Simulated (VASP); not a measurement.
The system is Zn.

```
Zn
1.0
     0.00000    1.96478    1.96478
     1.96478    0.00000    1.96478
     1.96478    1.96478    0.00000
Zn
1
Direct
  0.00000 0.00000 0.00000
```

This isn't the form of Zn at room conditions, which is hcp.

```yaml
Program: VASP 6.6.1
Task: relaxation of cell and atoms
Functional: HF
Potentials_or_basis: VASP PAW PBE potentials, release 64 (Zn)
Cutoff: 500 eV
k_mesh: 6 × 6 × 6
Occupations: fermi-dirac, width 0.05 eV
Spin: no spin polarisation
```

At the start: pressure 11.6 GPa; volume 15.17 Å³/atom.

How do energy, volume and symmetry change on relaxing?

Over 3 steps the energy falls by 81.3 meV/atom and the volume is 17.69 Å³/atom (+16.6 %); space group Fm-3m (No. 225, to 0.1 Å) before and after.

The path:
```
step  energy change (eV)  largest force (eV/Å)  pressure (GPa)  volume (Å³)
   1              0.0000                0.0000           11.62        15.17
   2             -0.0813                0.0000           -0.09        17.72
   3             -0.0813                0.0000            0.04        17.69
```

Final structure:
```yaml
crystal:
  lattice:
    - [0.00000, 2.06790, 2.06790]
    - [2.06790, 0.00000, 2.06790]
    - [2.06790, 2.06790, 0.00000]
  atoms:
    - { symbol: Zn, position: [0.00000, 0.00000, 0.00000] }
```

Caveat: the k points lie up to 0.44 Å⁻¹ apart in the final cell, too coarse for converged energies and pressures of a metal; the volume moved by over 15 % at a fixed basis, so the end points are rough; the PAW data sets were made with another functional, which shifts forces and pressure a little.
